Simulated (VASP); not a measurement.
Write the native input for VASP 6.6.1 that does the following.

- Task: single point
- Functional: PBEsol
- Potentials or basis: VASP PAW PBE potentials, release 64 (Sn_d, Se)
- Cutoff: 520 eV
- k mesh: 4 × 2 × 6
- Occupations: fermi-dirac, width 0.1 eV
- Spin: no spin polarisation
- Dipole correction: no
- Further INCAR settings: ALGO = Normal; EDIFF = 1e-06; NBANDS = 50

The structure of SnSe lies in POSCAR:

```
SnSe
1.0
    5.7441790000      0.0000000000      0.0000000000
    0.0000000000     13.1329700000      0.0000000000
    0.0000000000      0.0000000000      3.0457580000
Sn Se
4 4
Direct
    0.5000000000      0.3702420000      0.9132760000
    0.5000000000      0.6297580000      0.9132760000
    0.0000000000      0.8702420000      0.0867240000
    0.0000000000      0.1297580000      0.0867240000
    0.5000000000      0.1608120000      0.0309880000
    0.5000000000      0.8391880000      0.0309880000
    0.0000000000      0.6608120000      0.9690120000
    0.0000000000      0.3391880000      0.9690120000
```

One way to write it, as run:

INCAR

```
ALGO = Normal
EDIFF = 1E-6
ENCUT = 520
GGA = PS
ISIF = 2
ISMEAR = -1
LASPH = T
LCHARG = F
LREAL = F
LWAVE = F
NBANDS = 50
NELM = 60
PREC = Accurate
SIGMA = 0.1
```

KPOINTS

```
k-points
0
Gamma
  4 2 6
```

Potentials or basis: VASP PAW PBE potentials, release 64 (Sn_d, Se).

Run with:

```console
$ cat potpaw_PBE.64/Sn_d/POTCAR potpaw_PBE.64/Se/POTCAR > POTCAR
$ mpirun -np 1 vasp_std > vasp.out
```

Results of the run:

```yaml
Pressure: -2.2 GPa
Largest_force: 0.369 eV/Å
Band_gap_on_the_k_mesh: zero (band 40 reaches 6.36 eV, above the bottom of band 41 at 3.44 eV)
```

Caveat: the PAW data sets were made with another functional, which shifts forces and pressure a little; spin-orbit coupling is left out, which moves the levels of the heavy elements.

It took 4 min on 1 thread of Intel(R) Xeon(R) Platinum 8488C (Sapphire Rapids), on a shared host, peak memory 0.45 GiB.
